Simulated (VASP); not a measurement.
# ZnCd2O3 (P3m1) in VASP: notebook

Runs on ZnCd2O3. Level: PBE. Tasks: single point.

Program: VASP 6.6.1. These are calculated values, not measurements. Logs are shortened: lines on timing, memory, paths and dates and some standing lists are left out, and cuts for length are marked.

**1. The cell of the first run**

The structure is trigonal, space group P3m1 (No. 156). The conventional cell has a = 3.483 Å, b = 3.483 Å, c = 8.722 Å, α = 90.00°, β = 90.00°, γ = 120.00°. Within 2.6 Å of Zn (site symmetry 3m) lie 4 O at 1.96 to 2.09 Å. Cd (site symmetry 3m) has 4 O at 2.20 to 2.22 Å within 2.9 Å. Within 2.9 Å of Cd (site symmetry 3m) lie 4 O at 2.19 to 2.20 Å. Within 2.9 Å of O (site symmetry 3m) lie 4 Cd at 2.20 Å. O (site symmetry 3m) has 1 Zn at 1.96 Å and 3 Cd at 2.19 Å within 2.6 Å. O (site symmetry 3m) has 3 Zn at 2.09 Å and 1 Cd at 2.22 Å within 2.8 Å.

**2. Single point, PBE**

INCAR reads:

```
SYSTEM = ZnCd2O3
  PREC = Accurate
  ENCUT = 700
  EDIFF = 1E-6
  ISMEAR = 0
  SIGMA = 0.1
  LREAL = .False.
  LASPH = .True.
  NELM = 120
  ALGO = Normal
  ISIF = 2
  LWAVE = .False.
  LCHARG = .False.
  GGA = PE
  NBANDS = 44
  GGA_COMPAT = .False.
```

KPOINTS reads:

```
Automatic mesh
0
Gamma
  6 6 2
  0 0 0
```

POSCAR reads:

```
ZnCd2O3
1.0
    3.4834302000      0.0000000000      0.0000000000
   -1.7417151000      3.0167391000      0.0000000000
    0.0000000000      0.0000000000      8.7221184000
Zn Cd O
1 2 3
Direct
    0.0000000000      0.0000000000      0.3345850000
    0.3333333000      0.6666667000      0.0142190000
    0.6666667000      0.3333333000      0.6600750000
    0.6666667000      0.3333333000      0.9123020000
    0.0000000000      0.0000000000      0.5596900000
    0.3333333000      0.6666667000      0.2691290000
```

Potentials or basis: VASP PAW PBE potentials, release 64 (Zn, Cd_sv_GW, O).

The run is started by

```console
> cat potpaw_PBE.64/Zn/POTCAR potpaw_PBE.64/Cd_sv_GW/POTCAR potpaw_PBE.64/O/POTCAR > POTCAR
> mpirun -np 1 vasp_std > vasp.out
```

OUTCAR:

```text
SYSTEM = ZnCd2O3
   PREC = Accurate
   ENCUT = 700
   EDIFF = 1E-6
   ISMEAR = 0
   LREAL = .False.
   LASPH = .True.
   NELM = 120
   ISIF = 2
   GGA = PE

 ion  position               nearest neighbor table
   1  0.000  0.000  0.335-   5 1.96   6 2.09   6 2.09   6 2.09
   2  0.333  0.667  0.014-   4 2.20   4 2.20   4 2.20   6 2.22
   3  0.667  0.333  0.660-   5 2.19   5 2.19   5 2.19   4 2.20
   4  0.667  0.333  0.912-   2 2.20   2 2.20   2 2.20   3 2.20
   5  0.000  0.000  0.560-   1 1.96   3 2.19   3 2.19   3 2.19
   6  0.333  0.667  0.269-   1 2.09   1 2.09   1 2.09   2 2.22

  LATTYP: Found a hexagonal cell.
 ALAT       =     3.4834302000
 C/A-ratio  =     2.5038878058

  Lattice vectors:

 A1 = (   3.4834302000,   0.0000000000,   0.0000000000)
 A2 = (  -1.7417151000,   3.0167391000,   0.0000000000)
 A3 = (   0.0000000000,   0.0000000000,   8.7221184000)

Analysis of symmetry for initial positions (statically):
=====================================================================
 Subroutine PRICEL returns:
 Original cell was already a primitive cell.

 Routine SETGRP: Setting up the symmetry group for a
 hexagonal supercell.

 Subroutine GETGRP returns: Found  6 space group operations
 (whereof  6 operations were pure point group operations)
 out of a pool of 24 trial point group operations.

The static configuration has the point symmetry C_3v.

Analysis of symmetry for dynamics (positions and initial velocities):
=====================================================================
 Subroutine PRICEL returns:
 Original cell was already a primitive cell.

 Routine SETGRP: Setting up the symmetry group for a
 hexagonal supercell.

 Subroutine GETGRP returns: Found  6 space group operations
 (whereof  6 operations were pure point group operations)
 out of a pool of 24 trial point group operations.

The dynamic configuration has the point symmetry C_3v.

 Subroutine INISYM returns: Found  6 space group operations
 (whereof  6 operations are pure point group operations),
 and found     1 'primitive' translations

----------------------------------------------------------------------------------------

                                     Primitive cell

  volume of cell :      91.6573

  direct lattice vectors                    reciprocal lattice vectors
     3.483430200  0.000000000  0.000000000     0.287073357  0.165741877  0.000000000
    -1.741715100  3.016739100  0.000000000     0.000000000  0.331483753  0.000000000
     0.000000000  0.000000000  8.722118400     0.000000000  0.000000000  0.114651046

  length of vectors
     3.483430200  3.483430247  8.722118400     0.331483758  0.331483753  0.114651046

  position of ions in fractional coordinates (direct lattice)
     0.000000000  0.000000000  0.334585000
     0.333333300  0.666666700  0.014219000
     0.666666700  0.333333300  0.660075000
     0.666666700  0.333333300  0.912302000
     0.000000000  0.000000000  0.559690000
     0.333333300  0.666666700  0.269129000

  ion indices of the primitive-cell ions
   primitive index   ion index
                 1           1
                 2           2
                 3           3
                 4           4
                 5           5
                 6           6

----------------------------------------------------------------------------------------

 KPOINTS: Automatic mesh

Automatic generation of k-mesh.
 Grid dimensions read from file:
 generate k-points for:    6    6    2

 Generating k-lattice:

  Cartesian coordinates                     Fractional coordinates (reciprocal lattice)
     0.047845559  0.027623646  0.000000000     0.166666667  0.000000000  0.000000000
     0.000000000  0.055247292  0.000000000     0.000000000  0.166666667  0.000000000
     0.000000000  0.000000000  0.057325523     0.000000000  0.000000000  0.500000000

  Length of vectors
     0.055247293  0.055247292  0.057325523

  Shift w.r.t. Gamma in fractional coordinates (k-lattice)
     0.000000000  0.000000000  0.000000000

 Subroutine IBZKPT returns following result:
 ===========================================

 Found     14 irreducible k-points:

 Following reciprocal coordinates:
            Coordinates               Weight
  0.000000  0.000000  0.000000      1.000000
  0.166667  0.000000  0.000000      6.000000
  0.333333  0.000000  0.000000      6.000000
  0.500000  0.000000  0.000000      3.000000
  0.166667  0.166667  0.000000      6.000000
  0.333333  0.166667  0.000000     12.000000
  0.333333  0.333333  0.000000      2.000000
  0.000000  0.000000  0.500000      1.000000
  0.166667  0.000000  0.500000      6.000000
  0.333333  0.000000  0.500000      6.000000
  0.500000  0.000000  0.500000      3.000000
  0.166667  0.166667  0.500000      6.000000
  0.333333  0.166667  0.500000     12.000000
  0.333333  0.333333  0.500000      2.000000
   k-points           NKPTS =     14   k-points in BZ     NKDIM =     14   number of bands    NBANDS=     44
   number of dos      NEDOS =    301   number of ions     NIONS =      6
   total plane-waves  NPLWV =  72000
   dimension x,y,z NGX =    30 NGY =   30 NGZ =   80
   dimension x,y,z NGXF=    60 NGYF=   60 NGZF=  160
   ions per type =               1   2   3
   NGX,Y,Z   is equivalent  to a cutoff of  14.32, 14.32, 15.25 a.u.
   NGXF,Y,Z  is equivalent  to a cutoff of  28.63, 28.63, 30.50 a.u.
 SYSTEM =  ZnCd2O3
   PREC   = accura    normal or accurate (medium, high low for compatibility)
   ISTART =      0    job   : 0-new  1-cont  2-samecut
   ICHARG =      2    charge: 1-file 2-atom 10-const
   ISPIN  =      1    spin polarized calculation?
   LNONCOLLINEAR =      F non collinear calculations
   LSORBIT =      F    spin-orbit coupling
   LASPH  =      T    aspherical Exc in radial PAW
   ENCUT  =  700.0 eV  51.45 Ry    7.17 a.u.   7.51  7.51 18.82*2*pi/ulx,y,z
   NELM   =    120;   NELMIN=  2; NELMDL= -5     # of ELM steps
   EDIFF  = 0.1E-05   stopping-criterion for ELM
   LREAL  =      F    real-space projection
   EDIFFG = 0.1E-04   stopping-criterion for IOM
   NSW    =      0    number of steps for IOM
   IBRION =     -1    ionic relax: 0-MD 1-quasi-New 2-CG
   NFREE  =      0    steps in history (QN), initial steepest desc. (CG)
   ISIF   =      2    stress and relaxation
   ISYM   =      2    0-nonsym 1-usesym 2-fastsym
   POTIM  = 0.5000    time-step for ionic-motion
   TEBEG  =    0.0;   TEEND  =   0.0 temperature during run
   PSTRESS=    0.0 pullay stress
   NELECT =      70.0000    total number of electrons
   NUPDOWN=      -1.0000    fix difference up-down
   EMIN   =  10.00;   EMAX   =-10.00  energy-range for DOS
   EFERMI =   0.00;   METHOD = LEGACY
   ISMEAR =     0;   SIGMA  =   0.10  broadening in eV -4-tet -1-fermi 0-gaus
   EFERMI_NEDOS =   21; number of points for ismear=-14 and -15
   IALGO  =     38    algorithm
   IMIX   =      4    mixing-type and parameters
     AMIX     =   0.40;   BMIX     =  1.00
     AMIX_MAG =   1.60;   BMIX_MAG =  1.00
  volume/ion in A,a.u.               =      15.28       103.09
  Fermi-wavevector in a.u.,A,eV,Ry     =   1.496414  2.827813 30.466931  2.239256
  Thomas-Fermi vector in A             =   2.608434
   LORBIT       =      0    0 simple, 1 ext, 2 COOP (PROOUT), +10 PAW based schemes
   GGA     = PE    functional components
   LHFCALC =     F    Hartree Fock is set to
   AEXX    =    0.0000 exact exchange contribution
   IVDW    =     0    specifies the selected vdW correction
   LEPSILON=     F    determine dielectric tensor
   LRPA    =     F    only Hartree local field effects (RPA)
 non-spin polarized calculation
 Gauss-broadening in eV      SIGMA  =   0.10
  energy-cutoff  :      700.00
  volume of cell :       91.66
 maximum number of plane-waves:      3886
   NGX = 15   NGY = 15   NGZ = 37

 number of electron      69.9999989 magnetization

 Free energy of the ion-electron system (eV)
  ---------------------------------------------------
  ext. energy  EPLUGINS =         0.00000000
  ---------------------------------------------------
  free energy    TOTEN  =       -24.28514877 eV

  energy without entropy =      -24.28256112  energy(sigma->0) =      -24.28385495

 E-fermi :   2.0791     XC(G=0): -10.3594

 val. band max:        2.0516945459   @ k =   0.0000   0.0000   0.0000
 cond. band min:       3.3717408558   @ k =   0.0000   0.0000   0.5000
 fundamental gap:      1.3200463099
 Fermi energy:         2.0790846677

 k-point     1 :       0.0000    0.0000    0.0000
  band No.  band energies     occupation
      1     -98.2467      2.00000
      2     -98.1319      2.00000
      3     -59.3365      2.00000
      4     -59.3365      2.00000
      5     -59.3067      2.00000
      6     -59.2214      2.00000
[... 36 lines left out ...]
     43      14.4146      0.00000
     44      15.0233      0.00000

 k-point     2 :       0.1667    0.0000    0.0000
  band No.  band energies     occupation
      1     -98.2467      2.00000
      2     -98.1318      2.00000
      3     -59.3381      2.00000
      4     -59.3369      2.00000
      5     -59.3065      2.00000
      6     -59.2231      2.00000
[... 36 lines left out ...]
     43      13.2511      0.00000
     44      14.0712      0.00000

 k-point     3 :       0.3333    0.0000    0.0000
  band No.  band energies     occupation
      1     -98.2465      2.00000
      2     -98.1317      2.00000
      3     -59.3415      2.00000
      4     -59.3378      2.00000
      5     -59.3062      2.00000
      6     -59.2264      2.00000
[... 36 lines left out ...]
     43      12.5415      0.00000
     44      13.9575      0.00000

 k-point     4 :       0.5000    0.0000    0.0000
  band No.  band energies     occupation
      1     -98.2464      2.00000
      2     -98.1316      2.00000
      3     -59.3432      2.00000
      4     -59.3382      2.00000
      5     -59.3060      2.00000
      6     -59.2281      2.00000
[... 412 lines left out ...]
     43      12.9959      0.00000
     44      13.2403      0.00000

 k-point    13 :       0.3333    0.1667    0.5000
  band No.  band energies     occupation
      1     -98.2464      2.00000
      2     -98.1316      2.00000
      3     -59.3424      2.00000
      4     -59.3391      2.00000
      5     -59.3060      2.00000
      6     -59.2273      2.00000
[... 36 lines left out ...]
     43      11.9517      0.00000
     44      12.3067      0.00000

 k-point    14 :       0.3333    0.3333    0.5000
  band No.  band energies     occupation
      1     -98.2464      2.00000
      2     -98.1315      2.00000
      3     -59.3415      2.00000
      4     -59.3410      2.00000
      5     -59.3059      2.00000
      6     -59.2264      2.00000
[... 36 lines left out ...]
     43      10.9322      0.00000
     44      12.0835      0.00000

------------------------ aborting loop because EDIFF is reached ----------------------------------------

  FORCE on cell =-STRESS in cart. coord.  units (eV):
  Direction    XX          YY          ZZ          XY          YZ          ZX
  --------------------------------------------------------------------------------------
  -------------------------------------------------------------------------------------
  Total        0.0505295      0.0505295      0.1387320      0.0000000      0.0000000      0.0000000
  in kB        0.8832612      0.8832612      2.4250480      0.0000000      0.0000000      0.0000000
  external PRESSURE =       1.3971901 kB  Pullay stress =       0.0000000 kB

 VOLUME and BASIS-vectors are now :
 -----------------------------------------------------------------------------
  energy-cutoff  :      700.00
  volume of cell :       91.66
      direct lattice vectors                 reciprocal lattice vectors
     3.483430200  0.000000000  0.000000000     0.287073357  0.165741877  0.000000000
    -1.741715100  3.016739100  0.000000000     0.000000000  0.331483753  0.000000000
     0.000000000  0.000000000  8.722118400     0.000000000  0.000000000  0.114651046

 POSITION                                       TOTAL-FORCE (eV/Angst)
 -----------------------------------------------------------------------------------
      0.00000      0.00000      2.91829         0.000000     -0.000000     -0.045035
     -0.00000      2.01116      0.12402        -0.000000     -0.000000     -0.004111
      1.74172      1.00558      5.75725         0.000000      0.000000      0.009660
      1.74172      1.00558      7.95721        -0.000000      0.000000     -0.006005
      0.00000      0.00000      4.88168         0.000000     -0.000000      0.062200
     -0.00000      2.01116      2.34738         0.000000     -0.000000     -0.016709
 -----------------------------------------------------------------------------------
    total drift:                                0.000005     -0.000005     -0.005069

  FREE ENERGIE OF THE ION-ELECTRON SYSTEM (eV)
  ---------------------------------------------------
  free  energy   TOTEN  =       -24.2851487736 eV

  energy  without entropy=      -24.2825611196  energy(sigma->0) =      -24.28385495
```

It took 2 min on 1 thread of Intel Xeon Platinum 8375C at 2.90GHz (Ice Lake), shared host; peak memory 0.3 GiB.

Results:

```
Free energy            : -24.2851 eV
Pressure               : 0.1 GPa
Largest force          : 0.062 eV/Å
Band gap on the k mesh : zero (filled and empty bands touch)
```

Forces in eV/Å, atoms in the order of the input:
```
Zn   0.000  0.000 -0.045
Cd   0.000  0.000 -0.004
Cd   0.000  0.000  0.010
O    0.000  0.000 -0.006
O    0.000  0.000  0.062
O    0.000  0.000 -0.017
```

Stress tensor (GPa, compression positive):
```
0.09 0.00 0.00
0.00 0.09 0.00
0.00 0.00 0.24
```

Caveat: the k points lie up to 0.36 Å⁻¹ apart; semilocal functionals underestimate gaps, and a narrow one can read as zero.

**3. Single point, PBE, collinear spin, ferromagnetic start**

INCAR reads:

```
SYSTEM = ZnCd2O3
ALGO     = Normal         ! electronic algorithm
EDIFF    = 1E-6           ! SCF threshold, eV
ENCUT    = 700            ! plane-wave cutoff, eV
GGA      = PE             ! functional
GGA_COMPAT= .FALSE.      
ISIF     = 2              ! what is computed and relaxed
ISMEAR   = 0              ! smearing method
ISPIN    = 2              ! spin polarisation
LASPH    = .TRUE.         ! aspherical terms in the spheres
LCHARG   = .FALSE.        ! write CHGCAR
LORBIT   = 11             ! projections on sites
LREAL    = .FALSE.        ! projectors in reciprocal space
LWAVE    = .FALSE.        ! write WAVECAR
MAGMOM   = 0 0 0 1 1 1    ! initial moments
NBANDS   = 48             ! bands
NELM     = 200            ! most SCF steps
PREC     = Accurate       ! precision mode
SIGMA    = 0.1            ! smearing width, eV
```

KPOINTS reads:

```
k-points
0
G
  6 6 2
  0 0 0
```

POSCAR is that of step 2.

Potentials or basis: VASP PAW PBE potentials, release 64 (Zn, Cd_sv_GW, O).

The run is started by

```console
> cat potpaw_PBE.64/Zn/POTCAR potpaw_PBE.64/Cd_sv_GW/POTCAR potpaw_PBE.64/O/POTCAR > POTCAR
> mpirun -np 1 vasp_std > vasp.out
```

Wall time 4 min (1 thread of AMD EPYC 7R13 (Zen 3), shared host); peak memory 0.37 GiB.

The run converged. Its results:

* Free energy: -24.2851 eV
* Pressure: 0.2 GPa
* Largest force: 0.063 eV/Å
* Band gap on the k mesh: zero (filled and empty bands touch)
* Net moment: 0.00 μB per cell
* Valence electrons inside the program's atomic spheres: Zn 10.69; Cd 17.67; O 4.93, 4.96, 4.92

Forces on the atoms (eV/Å):
```
Zn   0.000  0.000 -0.045
Cd   0.000  0.000 -0.003
Cd   0.000  0.000  0.010
O    0.000  0.000 -0.006
O    0.000  0.000  0.063
O    0.000  0.000 -0.019
```

Stress tensor (GPa, compression positive):
```
0.11 0.00 0.00
0.00 0.11 0.00
0.00 0.00 0.27
```

Levels at points of the mesh, in eV from the Fermi level:
Spin up:
| k point | band 31 | band 32 | band 33 | band 34 | band 35 | band 36 | band 37 | band 38 | band 39 | band 40 |
| --- | --- | --- | --- | --- | --- | --- | --- | --- | --- | --- |
| (0.00, 0.00, 0.00) | -0.47 | -0.47 | -0.22 | -0.07 | -0.03 | -0.03 | 3.09 | 3.40 | 7.46 | 8.35 |
| (0.50, 0.00, 0.00) | -1.83 | -1.47 | -1.23 | -0.99 | -0.76 | 4.58 | 4.81 | 5.34 | 6.63 | 7.20 |
| (0.00, 0.00, 0.50) | -0.80 | -0.29 | -0.29 | -0.12 | -0.12 | 1.29 | 1.55 | 4.48 | 6.58 | 9.74 |
| (0.50, 0.00, 0.50) | -1.99 | -1.73 | -1.31 | -0.77 | -0.59 | 4.34 | 4.79 | 5.44 | 6.65 | 7.30 |
Spin down:
| k point | band 31 | band 32 | band 33 | band 34 | band 35 | band 36 | band 37 | band 38 | band 39 | band 40 |
| --- | --- | --- | --- | --- | --- | --- | --- | --- | --- | --- |
| (0.00, 0.00, 0.00) | -0.47 | -0.47 | -0.22 | -0.07 | -0.03 | -0.03 | 3.09 | 3.40 | 7.46 | 8.35 |
| (0.50, 0.00, 0.00) | -1.83 | -1.47 | -1.23 | -0.99 | -0.76 | 4.58 | 4.81 | 5.34 | 6.63 | 7.20 |
| (0.00, 0.00, 0.50) | -0.80 | -0.29 | -0.29 | -0.12 | -0.12 | 1.29 | 1.55 | 4.48 | 6.58 | 9.74 |
| (0.50, 0.00, 0.50) | -1.99 | -1.73 | -1.31 | -0.77 | -0.59 | 4.34 | 4.79 | 5.44 | 6.65 | 7.30 |

Caveat: the k points lie up to 0.36 Å⁻¹ apart; semilocal functionals underestimate gaps, and a narrow one can read as zero.

The gap in the log of VASP goes by the Fermi energy; the results here count the filled bands.